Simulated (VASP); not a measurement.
# BeAl: single point with PBE

BeAl:

```
Be Al
1.0
     2.71559    0.00000    0.00000
    -1.35780    2.35177    0.00000
     0.00000    0.00000    4.01886
Be Al
1 1
Direct
  0.00000 0.00000 0.00000
  0.33333 0.66667 0.50000
```

```yaml
Program: VASP 6.6.1
Task: single point
Functional: PBE
Potentials_or_basis: VASP PAW PBE potentials, release 64 (Be, Al)
Cutoff: 520 eV
k_mesh: 24 × 24 × 14
Occupations: gaussian, width 0.1 eV
Spin: no spin polarisation
Dipole_correction: no
Further_INCAR_settings: ALGO = Normal; EDIFF = 1e-06; NBANDS = 10
```

The pressure is 0.0 GPa.

Levels at points of the mesh, in eV from the Fermi level:
```tsv
k point	band 1	band 2	band 3	band 4	band 5	band 6	band 7
(0.00, 0.00, 0.00)	-11.10	-3.72	-1.30	9.69	9.69	13.68	13.68
(0.50, 0.00, 0.00)	-5.14	-4.78	1.40	3.36	3.91	5.29	5.62
(0.00, 0.00, 0.50)	-9.83	-7.95	6.19	9.20	10.57	10.57	13.60
(0.50, 0.00, 0.50)	-4.14	-3.25	-2.43	-1.19	6.80	8.85	9.38
```

Run time: 42 s on 1 thread of Intel(R) Xeon(R) Platinum 8375C CPU @ 2.90GHz (Ice Lake), on a shared host, peak memory 0.23 GiB.
